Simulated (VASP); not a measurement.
# Si (P1) in VASP: single point with PBE

Aim: the single point of Si with PBE.

All numbers are computed with VASP 6.6.1; they aren't measurements. Logs are shortened: lines on timing, memory, paths and dates and some standing lists are left out, and cuts for length are marked.

## (1) The cell of the first run

The typed cell holds 16 atoms: a = 10.940 Å, b = 5.470 Å, c = 5.470 Å, α = 90.00°, β = 90.00°, γ = 90.00°.

## (2) Single point, PBE

Input file INCAR:

```
PREC = Accurate
ENCUT = 520
EDIFF = 1E-7
ISMEAR = -1
SIGMA = 0.1
LREAL = Auto
LASPH = True
NELM = 100
ALGO = Normal
ISIF = 2
LWAVE = False
LCHARG = False
GGA = PE
NBANDS = 46
```

Input file KPOINTS:

```
Automatic mesh
0
Gamma
  2 2 2
```

Input file POSCAR:

```
Si
1.0
   10.9400000000      0.0000000000      0.0000000000
    0.0000000000      5.4700000000      0.0000000000
    0.0000000000      0.0000000000      5.4700000000
Si
16
Direct
    0.0081170018     -0.0090127971     -0.0115722121
    0.1453656307      0.2394698355      0.2613345521
   -0.0058043876      0.4658866545      0.4766910420
    0.1162340037      0.7049360146      0.7540950640
    0.2432723949     -0.0119012797      0.5018281536
    0.3575776965      0.2600000000      0.7455210238
    0.2575411335      0.5366544790      0.0042230347
    0.3715722121      0.7831078611      0.2494149909
    0.5036014625      0.0572212066     -0.0081718464
    0.6229981718      0.2635100548      0.2745886654
    0.4921206581      0.4977513711      0.5096892139
    0.6182449726      0.7487385740      0.7731444241
    0.7611243144     -0.0255393053      0.5168738574
    0.8779524680      0.2490310786      0.7398354662
    0.7588848263      0.4842413163     -0.0057952468
    0.8712065814      0.7558866545      0.2183180987
```

Potentials or basis: VASP PAW PBE potentials, release 64 (Si).

Run with:

```bash
> cat potpaw_PBE.64/Si/POTCAR > POTCAR
> mpirun -np 1 vasp_std > vasp.out
```

OUTCAR:

```text
PREC = Accurate
   ENCUT = 520
   EDIFF = 1E-7
   ISMEAR = -1
   LREAL = Auto
   LASPH = True
   NELM = 100
   ISIF = 2
   GGA = PE

 ion  position               nearest neighbor table
   1  0.008  0.991  0.988-  16 2.34   4 2.34  14 2.42   2 2.52
   2  0.145  0.239  0.261-   5 2.18   3 2.38   7 2.48   1 2.52
   3  0.994  0.466  0.477-  14 2.26   2 2.38   4 2.41  16 2.51
   4  0.116  0.705  0.754-   7 2.26   1 2.34   3 2.41   5 2.50
   5  0.243  0.988  0.502-   2 2.18   8 2.27   6 2.36   4 2.50
   6  0.358  0.260  0.746-   7 2.34  11 2.35   5 2.36   9 2.37
[... 8 lines left out ...]
  15  0.759  0.484  0.994-  16 2.28  14 2.30  12 2.43  10 2.45
  16  0.871  0.756  0.218-  15 2.28   1 2.34  13 2.36   3 2.51

  LATTYP: Found a simple tetragonal cell.
 ALAT       =     5.4700000000
 C/A-ratio  =     2.0000000000

  Lattice vectors:

 A1 = (   0.0000000000,   5.4700000000,   0.0000000000)
 A2 = (   0.0000000000,   0.0000000000,   5.4700000000)
 A3 = (  10.9400000000,   0.0000000000,   0.0000000000)

Analysis of symmetry for initial positions (statically):
=====================================================================
 Subroutine PRICEL returns:
 Original cell was already a primitive cell.

 Routine SETGRP: Setting up the symmetry group for a
 simple tetragonal supercell.

 Subroutine GETGRP returns: Found  1 space group operations
 (whereof  1 operations were pure point group operations)
 out of a pool of 16 trial point group operations.

The static configuration has the point symmetry C_1 .

Analysis of symmetry for dynamics (positions and initial velocities):
=====================================================================
 Subroutine PRICEL returns:
 Original cell was already a primitive cell.

 Routine SETGRP: Setting up the symmetry group for a
 simple tetragonal supercell.

 Subroutine GETGRP returns: Found  1 space group operations
 (whereof  1 operations were pure point group operations)
 out of a pool of 16 trial point group operations.

The dynamic configuration has the point symmetry C_1 .

 Subroutine INISYM returns: Found  1 space group operations
 (whereof  1 operations are pure point group operations),
 and found     1 'primitive' translations

----------------------------------------------------------------------------------------

                                     Primitive cell

  volume of cell :     327.3346

  direct lattice vectors                    reciprocal lattice vectors
    10.940000000  0.000000000  0.000000000     0.091407678  0.000000000  0.000000000
     0.000000000  5.470000000  0.000000000     0.000000000  0.182815356  0.000000000
     0.000000000  0.000000000  5.470000000     0.000000000  0.000000000  0.182815356

  length of vectors
    10.940000000  5.470000000  5.470000000     0.091407678  0.182815356  0.182815356

  position of ions in fractional coordinates (direct lattice)
     0.008117002  0.990987203  0.988427788
     0.145365631  0.239469836  0.261334552
     0.994195612  0.465886654  0.476691042
     0.116234004  0.704936015  0.754095064
     0.243272395  0.988098720  0.501828154
     0.357577697  0.260000000  0.745521024
[... 8 lines left out ...]
     0.758884826  0.484241316  0.994204753
     0.871206581  0.755886655  0.218318099

  ion indices of the primitive-cell ions
   primitive index   ion index
                 1           1
                 2           2
                 3           3
                 4           4
                 5           5
                 6           6
[... 8 lines left out ...]
                15          15
                16          16

----------------------------------------------------------------------------------------

 KPOINTS: Automatic mesh

Automatic generation of k-mesh.
 Grid dimensions read from file:
 generate k-points for:    2    2    2

 Generating k-lattice:

  Cartesian coordinates                     Fractional coordinates (reciprocal lattice)
     0.045703839  0.000000000  0.000000000     0.500000000  0.000000000  0.000000000
     0.000000000  0.091407678  0.000000000     0.000000000  0.500000000  0.000000000
     0.000000000  0.000000000  0.091407678     0.000000000  0.000000000  0.500000000

  Length of vectors
     0.045703839  0.091407678  0.091407678

  Shift w.r.t. Gamma in fractional coordinates (k-lattice)
     0.000000000  0.000000000  0.000000000

 Subroutine IBZKPT returns following result:
 ===========================================

 Found      8 irreducible k-points:

 Following reciprocal coordinates:
            Coordinates               Weight
  0.000000  0.000000  0.000000      1.000000
  0.500000  0.000000  0.000000      1.000000
  0.000000  0.500000  0.000000      1.000000
  0.000000  0.000000  0.500000      1.000000
  0.500000  0.500000  0.000000      1.000000
  0.500000  0.000000  0.500000      1.000000
  0.000000  0.500000  0.500000      1.000000
  0.500000  0.500000  0.500000      1.000000
   k-points           NKPTS =      8   k-points in BZ     NKDIM =      8   number of bands    NBANDS=     46
   number of dos      NEDOS =    301   number of ions     NIONS =     16
   total plane-waves  NPLWV = 148176
   dimension x,y,z NGX =    84 NGY =   42 NGZ =   42
   dimension x,y,z NGXF=   168 NGYF=   84 NGZF=   84
   ions per type =              16
   NGX,Y,Z   is equivalent  to a cutoff of  12.76, 12.76, 12.76 a.u.
   NGXF,Y,Z  is equivalent  to a cutoff of  25.53, 25.53, 25.53 a.u.
 SYSTEM =  unknown system
   PREC   = accura    normal or accurate (medium, high low for compatibility)
   ISTART =      0    job   : 0-new  1-cont  2-samecut
   ICHARG =      2    charge: 1-file 2-atom 10-const
   ISPIN  =      1    spin polarized calculation?
   LNONCOLLINEAR =      F non collinear calculations
   LSORBIT =      F    spin-orbit coupling
   LASPH  =      T    aspherical Exc in radial PAW
   ENCUT  =  520.0 eV  38.22 Ry    6.18 a.u.  20.34 10.17 10.17*2*pi/ulx,y,z
   NELM   =    100;   NELMIN=  2; NELMDL= -5     # of ELM steps
   EDIFF  = 0.1E-06   stopping-criterion for ELM
   LREAL  =      T    real-space projection
   EDIFFG = 0.1E-05   stopping-criterion for IOM
   NSW    =      0    number of steps for IOM
   IBRION =     -1    ionic relax: 0-MD 1-quasi-New 2-CG
   NFREE  =      0    steps in history (QN), initial steepest desc. (CG)
   ISIF   =      2    stress and relaxation
   ISYM   =      2    0-nonsym 1-usesym 2-fastsym
   POTIM  = 0.5000    time-step for ionic-motion
   TEBEG  =    0.0;   TEEND  =   0.0 temperature during run
   PSTRESS=    0.0 pullay stress
   NELECT =      64.0000    total number of electrons
   NUPDOWN=      -1.0000    fix difference up-down
   EMIN   =  10.00;   EMAX   =-10.00  energy-range for DOS
   EFERMI =   0.00;   METHOD = LEGACY
   ISMEAR =    -1;   SIGMA  =   0.10  broadening in eV -4-tet -1-fermi 0-gaus
   EFERMI_NEDOS =   21; number of points for ismear=-14 and -15
   IALGO  =     38    algorithm
   IMIX   =      4    mixing-type and parameters
     AMIX     =   0.40;   BMIX     =  1.00
     AMIX_MAG =   1.60;   BMIX_MAG =  1.00
  volume/ion in A,a.u.               =      20.46       138.06
  Fermi-wavevector in a.u.,A,eV,Ry     =   0.950176  1.795573 12.283814  0.902835
  Thomas-Fermi vector in A             =   2.078528
   LORBIT       =      0    0 simple, 1 ext, 2 COOP (PROOUT), +10 PAW based schemes
   GGA     = PE    functional components
   LHFCALC =     F    Hartree Fock is set to
   AEXX    =    0.0000 exact exchange contribution
   IVDW    =     0    specifies the selected vdW correction
   LEPSILON=     F    determine dielectric tensor
   LRPA    =     F    only Hartree local field effects (RPA)
 non-spin polarized calculation
  energy-cutoff  :      520.00
  volume of cell :      327.33
 maximum number of plane-waves:      8856
 NGX is ok and might be reduce to    84
   NGX = 41   NGY = 21   NGZ = 21

 number of electron      63.9999999 magnetization

 Free energy of the ion-electron system (eV)
  ---------------------------------------------------
  ext. energy  EPLUGINS =         0.00000000
  ---------------------------------------------------
  free energy    TOTEN  =       -84.53081697 eV

  energy without entropy =      -84.47860689  energy(sigma->0) =      -84.50471193

 E-fermi :   5.8882     XC(G=0):  -9.3383

 val. band max:        5.7995192723   @ k =   0.0000   0.0000   0.0000
 cond. band min:       6.1024461312   @ k =   0.0000   0.0000   0.0000
 fundamental gap:      0.3029268589
 Fermi energy:         5.8881612673

 k-point     1 :       0.0000    0.0000    0.0000
  band No.  band energies     occupation
      1      -6.2436      2.00000
      2      -5.3059      2.00000
      3      -4.9923      2.00000
      4      -2.6840      2.00000
      5      -2.4645      2.00000
      6      -2.2831      2.00000
[... 36 lines left out ...]
     43       8.2507      0.00000
     44       8.5149      0.00000

 k-point     2 :       0.5000    0.0000    0.0000
  band No.  band energies     occupation
      1      -6.0710      2.00000
      2      -5.8574      2.00000
      3      -3.9972      2.00000
      4      -3.7133      2.00000
      5      -2.6685      2.00000
      6      -2.3527      2.00000
[... 36 lines left out ...]
     43       7.7410      0.00000
     44       7.8181      0.00000

 k-point     3 :       0.0000    0.5000    0.0000
  band No.  band energies     occupation
      1      -5.2563      2.00000
      2      -5.1287      2.00000
      3      -4.4187      2.00000
      4      -4.3121      2.00000
      5      -4.1722      2.00000
      6      -3.9101      2.00000
[... 224 lines left out ...]
     43       8.7985      0.00000
     44       8.9757      0.00000

 k-point     8 :       0.5000    0.5000    0.5000
  band No.  band energies     occupation
      1      -4.5004      2.00000
      2      -4.3060      2.00000
      3      -4.2869      2.00000
      4      -4.0896      2.00000
      5      -3.9867      2.00000
      6      -3.9162      2.00000
[... 36 lines left out ...]
     43       8.9421      0.00000
     44       9.0510      0.00000
 [bands above 44 left out]

------------------------ aborting loop because EDIFF is reached ----------------------------------------

  FORCE on cell =-STRESS in cart. coord.  units (eV):
  Direction    XX          YY          ZZ          XY          YZ          ZX
  --------------------------------------------------------------------------------------
  -------------------------------------------------------------------------------------
  Total       -0.8008762      1.2055921      2.2883493     -1.0176398      2.3857631      0.2531784
  in kB       -3.9199815      5.9009101     11.2005906     -4.9809558     11.6773937      1.2392111
  external PRESSURE =       4.3938397 kB  Pullay stress =       0.0000000 kB

 VOLUME and BASIS-vectors are now :
 -----------------------------------------------------------------------------
  energy-cutoff  :      520.00
  volume of cell :      327.33
      direct lattice vectors                 reciprocal lattice vectors
    10.940000000  0.000000000  0.000000000     0.091407678  0.000000000  0.000000000
     0.000000000  5.470000000  0.000000000     0.000000000  0.182815356  0.000000000
     0.000000000  0.000000000  5.470000000     0.000000000  0.000000000  0.182815356

 POSITION                                       TOTAL-FORCE (eV/Angst)
 -----------------------------------------------------------------------------------
      0.08880      5.42070      5.40670         0.230549      0.814498      0.223587
      1.59030      1.30990      1.42950        -1.838149      1.148896     -1.960843
     10.87650      2.54840      2.60750         0.652547      1.324945     -0.608587
      1.27160      3.85600      4.12490        -0.407574      1.200491     -1.216394
      2.66140      5.40490      2.74500         0.113502     -1.086306      1.979908
      3.91190      1.42220      4.07800         0.771352      0.045101      0.170428
[... 8 lines left out ...]
      8.30220      2.64880      5.43830        -1.692047      0.410478      0.424784
      9.53100      4.13470      1.19420         0.994191     -0.377741      1.178539
 -----------------------------------------------------------------------------------
    total drift:                               -0.004087     -0.009687      0.003341

  FREE ENERGIE OF THE ION-ELECTRON SYSTEM (eV)
  ---------------------------------------------------
  free  energy   TOTEN  =       -84.5308169684 eV

  energy  without entropy=      -84.4786068882  energy(sigma->0) =      -84.50471193
```

Wall time 2.3 min (1 thread of Intel Xeon 6975P-C (Granite Rapids), shared host); peak memory 0.4 GiB.

What came out:

* Free energy: -84.5308 eV
* Pressure: 0.4 GPa
* Largest force: 2.923 eV/Å
* Band gap on the k mesh: 0.30 eV, direct

Forces on the atoms (eV/Å):
```
Si   0.231  0.814  0.224
Si  -1.838  1.149 -1.961
Si   0.653  1.325 -0.609
Si  -0.408  1.200 -1.216
Si   0.114 -1.086  1.980
Si   0.771  0.045  0.170
Si  -0.429 -1.758  0.438
Si   1.954 -0.042 -0.159
Si  -0.548 -1.504  0.405
Si   1.442 -0.512 -0.184
Si  -0.228  1.249 -0.222
Si   0.383 -0.060 -0.460
Si  -1.634  0.273 -0.560
Si   0.236 -1.127  0.550
Si  -1.692  0.410  0.425
Si   0.994 -0.378  1.179
```

Stress tensor (GPa, compression positive):
```
-0.39 -0.50  0.12
-0.50  0.59  1.17
 0.12  1.17  1.12
```

Levels at points of the mesh, in eV from the valence-band top:
```tsv
k point	band 29	band 30	band 31	band 32	band 33	band 34	band 35	band 36
(0.00, 0.00, 0.00)	-1.73	-0.39	-0.24	0.00	0.30	0.35	0.43	0.51
(0.50, 0.00, 0.00)	-1.17	-0.93	-0.90	-0.60	0.33	0.45	1.12	1.24
(0.00, 0.50, 0.00)	-1.52	-1.44	-1.38	-1.18	0.84	0.91	2.02	2.12
(0.00, 0.00, 0.50)	-1.51	-1.46	-1.37	-1.21	0.86	0.94	2.04	2.10
(0.50, 0.50, 0.00)	-1.60	-1.54	-1.46	-1.38	2.04	2.13	2.16	2.22
(0.50, 0.00, 0.50)	-1.57	-1.55	-1.46	-1.38	2.04	2.06	2.12	2.23
(0.00, 0.50, 0.50)	-1.12	-1.05	-1.00	-0.81	1.13	1.16	1.19	1.22
(0.50, 0.50, 0.50)	-1.32	-1.13	-1.09	-0.82	1.72	1.73	1.90	1.97
```

Caveat: the k points lie up to 0.57 Å⁻¹ apart; forces of over 1 eV/Å act on the atoms, so gaps and moduli don't describe the material at rest. A k mesh can miss the band edges.
